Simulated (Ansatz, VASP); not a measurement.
## Cs in VASP and in Ansatz

```
Cs
1.0
    -3.19075    3.19075    2.71214
     3.19075   -3.19075    2.71214
     3.19075    3.19075   -2.71214
Cs
1
Cartesian
  0.0000 0.0000 0.0000
```

Alike in both runs: task single point; functional PBE; k mesh 12 × 12 × 12; occupations gaussian, width 0.15 eV; no spin polarisation.

|  | VASP | Ansatz |
| --- | --- | --- |
| version | VASP 6.6.1 | Ansatz 0.2.0 |
| potentials or method | VASP PAW PBE potentials, release 64 (Cs_sv), cutoff 520 eV | scalar-relativistic, plane waves, PAW |
| valence electrons in the cell | 9 | 9 |

```tsv
	VASP	Ansatz	Ansatz less VASP
gap on the k mesh at the Fermi level (eV)	none	none	-
pressure (GPa)	0.1	0.1	+0.01
traceless stress, the component that is largest in VASP (GPa)	0.12	0.12	0.000
```

A gap of «none» marks a metal or a gap that the smearing closes. With one functional, cell and mesh, what is left measures potentials, basis and numerics.

Neither program's run includes spin-orbit coupling.
